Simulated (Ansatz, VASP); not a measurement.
One calculation of Ti, two programs

INCAR

```
PREC = Accurate
ENCUT = 520
EDIFF = 1E-6
ISMEAR = -1
SIGMA = 0.05
LREAL = False
LASPH = True
NELM = 80
ALGO = Normal
ISIF = 2
LWAVE = False
LCHARG = True
GGA = PE
LELF = True
LVHAR = True
NBANDS = 12
```

File KPOINTS:

```
regular mesh
0
Gamma
  15 15 15
```

The input POSCAR:

```
Ti
1.0
    0.0406000000      2.0503000000      2.0503000000
    2.0503000000      0.0406000000      2.0503000000
    2.0503000000      2.0503000000      0.0406000000
Ti
1
Direct
    0.0000000000      0.0000000000      0.0000000000
```

Input for Ansatz:

```yaml
crystal:
  lattice:
    - [0.0406, 2.0503, 2.0503]
    - [2.0503, 0.0406, 2.0503]
    - [2.0503, 2.0503, 0.0406]
  atoms:
    - { symbol: Ti, position: [0.0, 0.0, 0.0] }
kpoints:
  mp_grid: { grid: [15, 15, 15] }
  band_path:
    path:
      - [0.0, 0.0, 0.0]
      - [0.5, 0.5, 0.5]
      - [0.2451701269, 0.5, 0.7548298731]
      - [-0.2451701269, 0.2451701269, 0.5]
      - [0.0, 0.0, 0.5]
      - [0.0, 0.0, 0.0]
      - [-0.3725850634, 0.0, 0.3725850634]
      - [0.0, 0.3725850634, 0.6274149366]
      - [0.0, 0.5, 0.5]
    npoints: 5
scf:
  occupations: { method: fermi_dirac, width: 0.05 }
hamiltonian:
  xc: pbe
  pseudopotentials: { kind: all_electron, lapw: { basis_error: 0.00025 } }
output:
  forces: true
  stress: true
  eigenvalues: true
```

Change from the starting cell: equal xy, yz and zx shear strains of +2 %.

Alike in both runs: task single point; functional PBE; k mesh 15 × 15 × 15; occupations fermi-dirac, width 0.05 eV; no spin polarisation.

|  | VASP | Ansatz |
| --- | --- | --- |
| version | VASP 6.6.1 | Ansatz 0.2.0 |
| potentials or method | VASP PAW PBE potentials, release 64 (Ti_sv), cutoff 520 eV | all-electron LAPW, scalar-relativistic |

```csv
,VASP,Ansatz,Ansatz less VASP
pressure (GPa),4.2,4.5,+0.32
"traceless stress, the component that is largest in VASP (GPa)",-1.25,-1.26,-0.012
```

Ansatz ran all-electron here, and VASP with PAW potentials.
